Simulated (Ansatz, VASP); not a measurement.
## Two plane-wave programs on Cu

INCAR

```
SYSTEM = Cu
PREC     = Accurate       ! precision mode
ENCUT    = 520            ! plane-wave cutoff, eV
EDIFF    = 1E-6           ! SCF threshold, eV
ISMEAR   = 0              ! smearing method
SIGMA    = 0.1            ! smearing width, eV
LREAL    = .FALSE.        ! projectors in reciprocal space
LASPH    = .TRUE.         ! aspherical terms in the spheres
NELM     = 80             ! most SCF steps
ALGO     = Normal         ! electronic algorithm
ISIF     = 2              ! what is computed and relaxed
LWAVE    = .FALSE.        ! write WAVECAR
LCHARG   = .FALSE.        ! write CHGCAR
GGA      = PE             ! functional
NBANDS   = 12             ! bands
```

The input KPOINTS:

```
Automatic mesh
0
G
  20 20 20
  0 0 0
```

POSCAR

```
Cu
1.0
    0.0000000000      1.7391647868      1.7391647868
    1.7391647868      0.0000000000      1.7391647868
    1.7391647868      1.7391647868      0.0000000000
Cu
1
Direct
    0.0000000000      0.0000000000      0.0000000000
```

Input for Ansatz:

```yaml
crystal:
  lattice:
    - [0.0, 1.7391647868, 1.7391647868]
    - [1.7391647868, 0.0, 1.7391647868]
    - [1.7391647868, 1.7391647868, 0.0]
  atoms:
    - { symbol: Cu, position: [0.0, 0.0, 0.0] }
basis:
  ecutwfc: 420
kpoints:
  mp_grid: { grid: [20, 20, 20] }
hamiltonian:
  xc: pbe
scf:
  occupations: { method: gaussian, width: 0.1 }
output:
  forces: true
  stress: true
  eigenvalues: true
```

Alike in both runs: task single point; functional PBE; k mesh 20 × 20 × 20; occupations gaussian, width 0.1 eV; no spin polarisation.

|  | VASP | Ansatz |
| --- | --- | --- |
| version | VASP 6.6.1 | Ansatz 0.2.0 |
| potentials or method | VASP PAW PBE potentials, release 64 (Cu), cutoff 520 eV | scalar-relativistic, plane waves, PAW |
| valence electrons in the cell | 11 | 19 |

|  | VASP | Ansatz | Ansatz less VASP |
| --- | --- | --- | --- |
| gap on the k mesh at the Fermi level (eV) | none | none | - |
| pressure (GPa) | 25.4 | 24.8 | -0.53 |

A gap of «none» marks a metal or a gap that the smearing closes. VASP's potentials hold 11 valence electrons a cell and Ansatz's 19, so a difference there can come from the potentials and not from the codes.
